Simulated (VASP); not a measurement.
Pd:

```xyz
1
Lattice="2.5059 0.0000 0.0000 0.0000 2.5059 0.0000 0.0000 0.0000 2.5059" Properties=species:S:1:pos:R:3 pbc="T T T"
Pd    0.0000    0.0000    0.0000
```

| Quantity | Value |
| --- | --- |
| Program | VASP 6.6.1 |
| Task | relaxation of cell and atoms |
| Functional | r2SCAN |
| Potentials or basis | VASP PAW PBE potentials, release 64 (Pd) |
| Cutoff | 600 eV |
| k mesh | 6 × 6 × 6 |
| Occupations | gaussian, width 0.1 eV |
| Spin | no spin polarisation |

At the start: pressure 18.4 GPa; volume 15.74 Å³/atom.

Q: Where does the relaxation end?

A: Over 4 steps the energy falls by 85.8 meV/atom and the volume is 17.41 Å³/atom (+10.7 %); space group Pm-3m (No. 221, to 0.05 Å).

The path:
| step | energy change (eV) | largest force (eV/Å) | pressure (GPa) | volume (Å³) |
| --- | --- | --- | --- | --- |
| 1 | 0.0000 | 0.0000 | 18.36 | 15.74 |
| 2 | 0.0555 | 0.0000 | -13.56 | 20.21 |
| 3 | -0.0857 | 0.0000 | -0.48 | 17.46 |
| 4 | -0.0858 | 0.0000 | -0.08 | 17.41 |

Final structure:
```
Pd
1.0
     2.59197    0.00000    0.00000
     0.00000    2.59197    0.00000
     0.00000    0.00000    2.59197
Pd
1
Direct
  0.00000 0.00000 0.00000
```

Caveat: the k points lie up to 0.40 Å⁻¹ apart in the final cell; the PAW data sets were made with another functional, which shifts forces and pressure a little.
